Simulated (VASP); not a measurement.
**Nb: relaxation of cell and atoms with PBEsol**

The system is Nb.

```
CELL_PARAMETERS angstrom
3.33000 0.00000 0.00000
0.00000 3.33000 0.00000
0.00000 0.00000 3.33000
ATOMIC_POSITIONS crystal
Nb 0.00000 0.00000 0.00000
Nb 0.50000 0.50000 0.50000
```

```
Program                : VASP 6.6.1
Task                   : relaxation of cell and atoms
Functional             : PBEsol
Potentials or basis    : VASP PAW PBE potentials, release 64 (Nb_sv)
Cutoff                 : 600 eV
k mesh                 : 7 × 7 × 7
Occupations            : fermi-dirac, width 0.05 eV
Spin                   : no spin polarisation
Dipole correction      : no
Further INCAR settings : ALGO = Normal; EDIFF = 1e-06; IBRION = 2; EDIFFG = -0.03; NSW = 80; ISIF = 3
```

| Item | Value |
| --- | --- |
| Relaxed volume | 17.54 Å³/atom |
| Relaxed cell | a = 3.274 Å, b = 3.274 Å, c = 3.274 Å, α = 90.00°, β = 90.00°, γ = 90.00° |
| Space group after relaxing (to 0.05 Å) | Im-3m (No. 229) |
| Energy gained by relaxing | 25.0 meV/atom |
| Ionic steps | 4 |
| Pressure after relaxing | 0.0 GPa |
| Band gap on the k mesh | zero (band 13 reaches 12.86 eV, above the bottom of band 14 at 10.16 eV) |

The path:
```tsv
step	energy change (eV)	largest force (eV/Å)	pressure (GPa)	volume (Å³)
1	0.0000	0.0000	-8.39	36.93
2	0.1225	0.0000	19.22	32.00
3	-0.0499	0.0000	-0.29	35.13
4	-0.0499	0.0000	-0.01	35.08
```

Final structure:
```
Nb
1.0
     3.27356    0.00000    0.00000
     0.00000    3.27356    0.00000
     0.00000    0.00000    3.27356
Nb
2
Direct
  0.00000 0.00000 0.00000
  0.50000 0.50000 0.50000
```

Levels at points of the mesh, in eV from the Fermi level:
```tsv
k point	band 11	band 12	band 13	band 14	band 15	band 16
(0.00, 0.00, 0.00)	-3.88	0.37	0.37	0.37	3.37	3.37
```

Run time: 42 s on 1 thread of Intel(R) Xeon(R) Platinum 8488C (Sapphire Rapids), on a shared host, peak memory 0.16 GiB.

Caveat: the PAW data sets were made with another functional, which shifts forces and pressure a little.
